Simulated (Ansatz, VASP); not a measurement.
Two plane-wave programs on BN

```
B N
1.0
     0.00000    1.80442    1.80442
     1.80442    0.00000    1.80442
     1.80442    1.80442    0.00000
B N
1 1
Direct
  0.00000 0.00000 0.00000
  0.25000 0.25000 0.25000
```

Alike in both runs: functional r2SCAN; k mesh 12 × 12 × 12; occupations fermi-dirac, width 0.02 eV; no spin polarisation.

Ansatz relaxed the structure, and its values are those at the end. VASP's run is a single point on that final structure, the one shown.

```csv
,VASP,Ansatz
version,VASP 6.6.1,Ansatz 0.2.0
potentials or method,"VASP PAW PBE potentials, release 64 (B_h, N_h), cutoff 910 eV",PAW plane waves
valence electrons in the cell,8,8
```

```csv
,VASP,Ansatz,Ansatz less VASP
gap on the k mesh at the Fermi level (eV),5.00,4.99,-0.004
```

VASP's potentials were made for PBE, not for r2SCAN.

Noted on VASP's run: the cutoff is short for stress, so the pressure is rough.
